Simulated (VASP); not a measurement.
# CdS (Greenockite) (P6_3mc) in VASP: further runs, part 3 of 3

VASP 6.6.1. The steps go on from the part before.

## Step 4: Single point, PBE (z stretched by +3 %, then relaxed in part)

File INCAR:

```
ALGO = Normal ; EDIFF = 1E-6
ENCUT = 520 ; GGA = PE
ISIF = 2 ; ISMEAR = -1
LASPH = T ; LCHARG = F
LREAL = F ; LWAVE = F
NBANDS = 26 ; NELM = 80
PREC = Accurate ; SIGMA = 0.02
```

File KPOINTS:

```
k-points
0
Gamma
  12 12 7
```

File POSCAR:

```
CdS
1.0
    4.1500000000      0.0000000000      0.0000000000
   -2.0750000000      3.5940054257      0.0000000000
    0.0000000000      0.0000000000      6.9391100000
Cd S
2 2
Direct
    0.3333333333      0.6666666667      0.0021952078
    0.6666666667      0.3333333333      0.5021952078
    0.3333333333      0.6666666667      0.3728047922
    0.6666666667      0.3333333333      0.8728047922
```

Potentials or basis: VASP PAW PBE potentials, release 64 (Cd, S).

The run is started by

```sh
$ cat potpaw_PBE.64/Cd/POTCAR potpaw_PBE.64/S/POTCAR > POTCAR
$ mpirun -np 1 vasp_std > vasp.out
```

OUTCAR:

```text
EDIFF = 1E-6
   ENCUT = 520
   GGA = PE
   ISIF = 2
   ISMEAR = -1
   LASPH = T
   LREAL = F
   NELM = 80
   PREC = Accurate

 ion  position               nearest neighbor table
   1  0.333  0.667  0.002-   4 2.56   4 2.56   4 2.56   3 2.57
   2  0.667  0.333  0.502-   3 2.56   3 2.56   3 2.56   4 2.57
   3  0.333  0.667  0.373-   2 2.56   2 2.56   2 2.56   1 2.57
   4  0.667  0.333  0.873-   1 2.56   1 2.56   1 2.56   2 2.57

  LATTYP: Found a hexagonal cell.
 ALAT       =     4.1500000000
 C/A-ratio  =     1.6720746988

  Lattice vectors:

 A1 = (   4.1500000000,   0.0000000000,   0.0000000000)
 A2 = (  -2.0750000000,   3.5940054257,   0.0000000000)
 A3 = (   0.0000000000,   0.0000000000,   6.9391100000)

Analysis of symmetry for initial positions (statically):
=====================================================================
 Subroutine PRICEL returns:
 Original cell was already a primitive cell.

 Routine SETGRP: Setting up the symmetry group for a
 hexagonal supercell.

 Subroutine GETGRP returns: Found 12 space group operations
 (whereof  6 operations were pure point group operations)
 out of a pool of 24 trial point group operations.

The static configuration has the point symmetry C_3v.
 The point group associated with its full space group is C_6v.

Analysis of symmetry for dynamics (positions and initial velocities):
=====================================================================
 Subroutine PRICEL returns:
 Original cell was already a primitive cell.

 Routine SETGRP: Setting up the symmetry group for a
 hexagonal supercell.

 Subroutine GETGRP returns: Found 12 space group operations
 (whereof  6 operations were pure point group operations)
 out of a pool of 24 trial point group operations.

The dynamic configuration has the point symmetry C_3v.
 The point group associated with its full space group is C_6v.

 Subroutine INISYM returns: Found 12 space group operations
 (whereof  6 operations are pure point group operations),
 and found     1 'primitive' translations

----------------------------------------------------------------------------------------

                                     Primitive cell

  volume of cell :     103.4977

  direct lattice vectors                    reciprocal lattice vectors
     4.150000000  0.000000000  0.000000000     0.240963855  0.139120547  0.000000000
    -2.075000000  3.594005426  0.000000000     0.000000000  0.278241094  0.000000000
     0.000000000  0.000000000  6.939110000     0.000000000  0.000000000  0.144110700

  length of vectors
     4.150000000  4.150000000  6.939110000     0.278241094  0.278241094  0.144110700

  position of ions in fractional coordinates (direct lattice)
     0.333333333  0.666666667  0.002195208
     0.666666667  0.333333333  0.502195208
     0.333333333  0.666666667  0.372804792
     0.666666667  0.333333333  0.872804792

  ion indices of the primitive-cell ions
   primitive index   ion index
                 1           1
                 2           2
                 3           3
                 4           4

----------------------------------------------------------------------------------------

 KPOINTS: k-points

Automatic generation of k-mesh.
 Grid dimensions read from file:
 generate k-points for:   12   12    7

 Generating k-lattice:

  Cartesian coordinates                     Fractional coordinates (reciprocal lattice)
     0.020080321  0.011593379  0.000000000     0.083333333 -0.000000000  0.000000000
     0.000000000  0.023186758  0.000000000     0.000000000  0.083333333  0.000000000
     0.000000000  0.000000000  0.020587243     0.000000000  0.000000000  0.142857143

  Length of vectors
     0.023186758  0.023186758  0.020587243

  Shift w.r.t. Gamma in fractional coordinates (k-lattice)
     0.000000000  0.000000000  0.000000000

 Subroutine IBZKPT returns following result:
 ===========================================

 Found     76 irreducible k-points:

 Following reciprocal coordinates:
            Coordinates               Weight
  0.000000  0.000000  0.000000      1.000000
  0.083333  0.000000  0.000000      6.000000
  0.166667 -0.000000  0.000000      6.000000
  0.250000 -0.000000  0.000000      6.000000
  0.333333 -0.000000  0.000000      6.000000
  0.416667 -0.000000  0.000000      6.000000
[... 16 lines left out ...]
  0.250000 -0.000000  0.142857     12.000000
  0.333333 -0.000000  0.142857     12.000000
 [... further k-points ...]
   k-points           NKPTS =     76   k-points in BZ     NKDIM =     76   number of bands    NBANDS=     26
   number of dos      NEDOS =    301   number of ions     NIONS =      4
   total plane-waves  NPLWV =  55296
   dimension x,y,z NGX =    32 NGY =   32 NGZ =   54
   dimension x,y,z NGXF=    64 NGYF=   64 NGZF=  108
   ions per type =               2   2
   NGX,Y,Z   is equivalent  to a cutoff of  12.82, 12.82, 12.94 a.u.
   NGXF,Y,Z  is equivalent  to a cutoff of  25.64, 25.64, 25.87 a.u.
 SYSTEM =  unknown system
   PREC   = accura    normal or accurate (medium, high low for compatibility)
   ISTART =      0    job   : 0-new  1-cont  2-samecut
   ICHARG =      2    charge: 1-file 2-atom 10-const
   ISPIN  =      1    spin polarized calculation?
   LNONCOLLINEAR =      F non collinear calculations
   LSORBIT =      F    spin-orbit coupling
   LASPH  =      T    aspherical Exc in radial PAW
   ENCUT  =  520.0 eV  38.22 Ry    6.18 a.u.   7.72  7.72 12.90*2*pi/ulx,y,z
   NELM   =     80;   NELMIN=  2; NELMDL= -5     # of ELM steps
   EDIFF  = 0.1E-05   stopping-criterion for ELM
   LREAL  =      F    real-space projection
   EDIFFG = 0.1E-04   stopping-criterion for IOM
   NSW    =      0    number of steps for IOM
   IBRION =     -1    ionic relax: 0-MD 1-quasi-New 2-CG
   NFREE  =      0    steps in history (QN), initial steepest desc. (CG)
   ISIF   =      2    stress and relaxation
   ISYM   =      2    0-nonsym 1-usesym 2-fastsym
   POTIM  = 0.5000    time-step for ionic-motion
   TEBEG  =    0.0;   TEEND  =   0.0 temperature during run
   PSTRESS=    0.0 pullay stress
   NELECT =      36.0000    total number of electrons
   NUPDOWN=      -1.0000    fix difference up-down
   EMIN   =  10.00;   EMAX   =-10.00  energy-range for DOS
   EFERMI =   0.00;   METHOD = LEGACY
   ISMEAR =    -1;   SIGMA  =   0.02  broadening in eV -4-tet -1-fermi 0-gaus
   EFERMI_NEDOS =   21; number of points for ismear=-14 and -15
   IALGO  =     38    algorithm
   IMIX   =      4    mixing-type and parameters
     AMIX     =   0.40;   BMIX     =  1.00
     AMIX_MAG =   1.60;   BMIX_MAG =  1.00
  volume/ion in A,a.u.               =      25.87       174.61
  Fermi-wavevector in a.u.,A,eV,Ry     =   1.151327  2.175693 18.035264  1.325555
  Thomas-Fermi vector in A             =   2.287986
   LORBIT       =      0    0 simple, 1 ext, 2 COOP (PROOUT), +10 PAW based schemes
   GGA     = PE    functional components
[... 5 lines left out ...]
 non-spin polarized calculation
  energy-cutoff  :      520.00
  volume of cell :      103.50
 maximum number of plane-waves:      2822
 NGX is ok and might be reduce to    32
   NGX = 15   NGY = 15   NGZ = 25

 number of electron      36.0000000 magnetization

 Free energy of the ion-electron system (eV)
  ---------------------------------------------------
  ext. energy  EPLUGINS =         0.00000000
  ---------------------------------------------------
  free energy    TOTEN  =       -12.29025246 eV

  energy without entropy =      -12.29025246  energy(sigma->0) =      -12.29025246

 E-fermi :   1.3850     XC(G=0):  -8.9514

 val. band max:        0.9951677583   @ k =   0.0000   0.0000   0.0000
 cond. band min:       2.0678651755   @ k =   0.0000   0.0000   0.0000
 fundamental gap:      1.0726974173
 Fermi energy:         1.3849540276

 k-point     1 :       0.0000    0.0000    0.0000
  band No.  band energies     occupation
      1     -11.1596      2.00000
      2     -10.7804      2.00000
      3      -6.6188      2.00000
      4      -6.5973      2.00000
      5      -6.5973      2.00000
      6      -6.5215      2.00000
[... 18 lines left out ...]
     25       8.6040      0.00000
     26       8.6040      0.00000
[... 644 lines left out ...]
      4      -6.5081      2.00000
      5      -6.4150      2.00000
      6      -6.3841      2.00000
[... 18 lines left out ...]
     25       8.9745      0.00000
     26       9.8825      0.00000

 [... further k-points ...]
[... 5 lines left out ...]
  --------------------------------------------------------------------------------------
  -------------------------------------------------------------------------------------
  Total        0.6751006      0.6751006     -0.1830620      0.0000000      0.0000000      0.0000000
  in kB       10.4507744     10.4507744     -2.8338586      0.0000000      0.0000000      0.0000000
  external PRESSURE =       6.0225634 kB  Pullay stress =       0.0000000 kB

 VOLUME and BASIS-vectors are now :
 -----------------------------------------------------------------------------
  energy-cutoff  :      520.00
  volume of cell :      103.50
      direct lattice vectors                 reciprocal lattice vectors
     4.150000000  0.000000000  0.000000000     0.240963855  0.139120547  0.000000000
    -2.075000000  3.594005426  0.000000000     0.000000000  0.278241094  0.000000000
     0.000000000  0.000000000  6.939110000     0.000000000  0.000000000  0.144110700

 POSITION                                       TOTAL-FORCE (eV/Angst)
 -----------------------------------------------------------------------------------
     -0.00000      2.39600      0.01523        -0.000000      0.000000     -0.001759
      2.07500      1.19800      3.48479         0.000000      0.000000     -0.001759
     -0.00000      2.39600      2.58693         0.000000      0.000000      0.001759
      2.07500      1.19800      6.05649        -0.000000     -0.000000      0.001759
 -----------------------------------------------------------------------------------
    total drift:                               -0.000000      0.000000      0.000988

  FREE ENERGIE OF THE ION-ELECTRON SYSTEM (eV)
  ---------------------------------------------------
  free  energy   TOTEN  =       -12.2902524620 eV

  energy  without entropy=      -12.2902524620  energy(sigma->0) =      -12.29025246
```

stdout:

```text
POSCAR found type information on POSCAR CdS
 POSCAR found :  2 types and       4 ions
 scaLAPACK will be used
 LDA part: xc-table for (Slater+PW92), standard interpolation
 POSCAR, INCAR and KPOINTS ok, starting setup
 FFT: planning ... GRIDC
 FFT: planning ... GRID_SOFT
 FFT: planning ... GRID
 WAVECAR not read
 entering main loop
```

Run time: 2.2 min. Hardware: 1 thread of AMD EPYC 7R43 (Zen 3), shared host; peak memory 0.29 GiB.

What came out:

- Free energy: -12.2903 eV
- Pressure: 0.6 GPa
- Band gap on the k mesh: 1.07 eV, direct

Stress tensor (GPa, compression positive):
```
 1.05  0.00  0.00
 0.00  1.05  0.00
 0.00  0.00 -0.28
```

Caveat: the cell differs from its parent crystal (z stretched by +3 %, then relaxed in part). A k mesh can miss the band edges.

## Step 5: Overview

```csv
cell,gap on the mesh (eV),pressure (GPa)
"a = 4.150, b = 4.150, c = 6.602 Å, angles 90.0, 90.0, 120.0°, 4 atoms",1.26,3.8
"a = 4.150, b = 4.150, c = 6.737 Å, angles 90.0, 90.0, 120.0°, 4 atoms",1.20,2.4
"a = 4.150, b = 4.150, c = 6.939 Å, angles 90.0, 90.0, 120.0°, 4 atoms",1.07,0.6
```

Alike in all rows: task single point; level PBE; potentials or basis VASP PAW PBE potentials, release 64 (Cd, S); no spin polarisation; k mesh 12 × 12 × 7; cutoff (eV) 520; smearing fermi-dirac 0.02 eV.

Absolute energies hang on the potentials; compare differences alone.
